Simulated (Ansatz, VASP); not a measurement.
One calculation of Ru, two programs

```
CELL_PARAMETERS angstrom
0.00000 1.84838 1.84838
1.84838 0.00000 1.84838
1.84838 1.84838 0.00000
ATOMIC_POSITIONS crystal
Ru 0.00000 0.00000 0.00000
```

Alike in both runs: task single point; functional LDA; k mesh 16 × 16 × 16; occupations fermi-dirac, width 0.1 eV; no spin polarisation.

```csv
,VASP,Ansatz
version,VASP 6.6.1,Ansatz 0.2.0
potentials or method,"VASP PAW LDA potentials, release 64 (Ru_pv), cutoff 520 eV","plane waves (420 eV) with PAW, scalar-relativistic"
valence electrons in the cell,14,16
```

|  | VASP | Ansatz | Ansatz less VASP |
| --- | --- | --- | --- |
| pressure (GPa) | 17.3 | 16.1 | -1.20 |

Ansatz warns that its potentials were made for another functional, while VASP's fit it. LDA's correlation is that of Perdew and Zunger in VASP and of Perdew and Wang (1992) in Ansatz. VASP's potentials hold 14 valence electrons a cell and Ansatz's 16, so a difference there can come from the potentials and not from the codes.
